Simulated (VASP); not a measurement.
**Si: single point with LDA**

The system is Si.

```
Si
1.0
     0.00000    2.64328    2.54891
     2.64328    0.00000    2.54891
     2.64328    2.64328    0.00000
Si
2
Direct
  0.50000 0.50000 0.50000
  0.75000 0.75000 0.75000
```

This cell differs from its parent crystal: volume 17.809 Å^3 an atom, c/a of the conventional cell 0.9643.

```yaml
Program: VASP 6.6.1
Task: single point
Functional: LDA
Potentials_or_basis: VASP PAW LDA potentials, release 64 (Si)
Cutoff: 520 eV
k_mesh: 12 × 12 × 12
Occupations: gaussian, width 0.05 eV
Spin: no spin polarisation
```

The pressure is 12.1 GPa. The band gap on the k mesh is zero (band 4 reaches 7.20 eV, above the bottom of band 5 at 7.05 eV).

Stress tensor (GPa, compression positive):
```
11.05  0.00  0.00
 0.00 11.05  0.00
 0.00  0.00 14.10
```

Levels at points of the mesh, in eV from the Fermi level:
| k point | band 2 | band 3 | band 4 | band 5 | band 6 | band 7 |
| --- | --- | --- | --- | --- | --- | --- |
| (0.00, 0.00, 0.00) | -0.11 | -0.11 | 0.14 | 2.46 | 2.59 | 2.59 |
| (0.50, 0.00, 0.00) | -7.61 | -1.51 | -1.14 | 1.76 | 3.03 | 3.43 |
| (0.50, 0.50, 0.00) | -8.07 | -3.40 | -3.40 | 0.13 | 0.13 | 10.90 |
| (0.50, 0.00, 0.50) | -8.32 | -3.09 | -3.09 | 0.44 | 0.44 | 10.62 |

It took 30 s on 1 thread of Intel(R) Xeon(R) Platinum 8375C CPU @ 2.90GHz (Ice Lake) (shared host), peak memory 0.17 GiB.
